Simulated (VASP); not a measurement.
Write the native input for VASP 6.6.1 that does the following.

```
Task                   : single point
Functional             : r2SCAN
Potentials or basis    : VASP PAW PBE potentials, release 64 (Cu, I)
Cutoff                 : 520 eV
k mesh                 : 8 × 8 × 8
Occupations            : gaussian, width 0.01 eV
Spin                   : no spin polarisation
Dipole correction      : no
Further INCAR settings : ALGO = Normal; EDIFF = 1e-06; NBANDS = 16
```

The system is CuI.

```xyz
2
Lattice="0.0000 2.9168 3.0120 2.9168 0.0000 3.0120 2.9168 2.9168 0.0000" Properties=species:S:1:pos:R:3 pbc="T T T"
Cu    0.0000    0.0000    0.0000
I     1.4584    1.4584    1.5060
```

This cell differs from its parent crystal: biaxial xy strain -3.2%.

The input as run:

POSCAR

```
CuI
1.0
    0.0000000000      2.9168489913      3.0120291112
    2.9168489913      0.0000000000      3.0120291112
    2.9168489913      2.9168489913      0.0000000000
Cu I
1 1
Direct
    0.0000000000      0.0000000000      0.0000000000
    0.2500000000      0.2500000000      0.2500000000
```

INCAR.step1

```
ALGO     = Normal         # electronic algorithm
EDIFF    = 1E-4           # SCF threshold, eV
ENCUT    = 520            # plane-wave cutoff, eV
GGA      = PE             # functional
ISMEAR   = 0              # smearing method
LASPH    = T              # aspherical terms in the spheres
LCHARG   = F              # write CHGCAR
LREAL    = F              # projectors in reciprocal space
LWAVE    = T              # write WAVECAR
NBANDS   = 16             # bands
NELM     = 100            # most SCF steps
PREC     = Accurate       # precision mode
SIGMA    = 0.01           # smearing width, eV
```

INCAR.step2

```
ALGO     = Normal         # electronic algorithm
EDIFF    = 1E-6           # SCF threshold, eV
ENCUT    = 520            # plane-wave cutoff, eV
ISIF     = 2              # what is computed and relaxed
ISMEAR   = 0              # smearing method
ISTART   = 1            
LASPH    = T              # aspherical terms in the spheres
LCHARG   = T              # write CHGCAR
LELF     = T              # ELF
LMIXTAU  = T            
LREAL    = F              # projectors in reciprocal space
LVHAR    = T            
LWAVE    = F              # write WAVECAR
METAGGA  = R2SCAN         # meta-GGA
NBANDS   = 16             # bands
NELM     = 100            # most SCF steps
PREC     = Accurate       # precision mode
SIGMA    = 0.01           # smearing width, eV
```

KPOINTS

```
k-points
0
Gamma
  8 8 8
```

Potentials or basis: VASP PAW PBE potentials, release 64 (Cu, I).

Command:

```sh
$ cat potpaw_PBE.64/Cu/POTCAR potpaw_PBE.64/I/POTCAR > POTCAR
$ cp INCAR.step1 INCAR
$ mpirun -np 1 vasp_std > vasp.out
$ cp INCAR.step2 INCAR
$ mpirun -np 1 vasp_std > vasp.out
```

Results of the run:

- Pressure: 3.2 GPa
- Band gap on the k mesh: 1.85 eV

Caveat: the cell differs from its parent crystal (biaxial xy strain -3.2%); the cell stands under pressure; the PAW data sets were made with another functional, which shifts forces and pressure a little; spin-orbit coupling is left out, which moves the levels of the heavy elements.

Wall time 4.9 min on 1 thread of AMD EPYC 7R13 (shared host), peak memory 0.19 GiB.
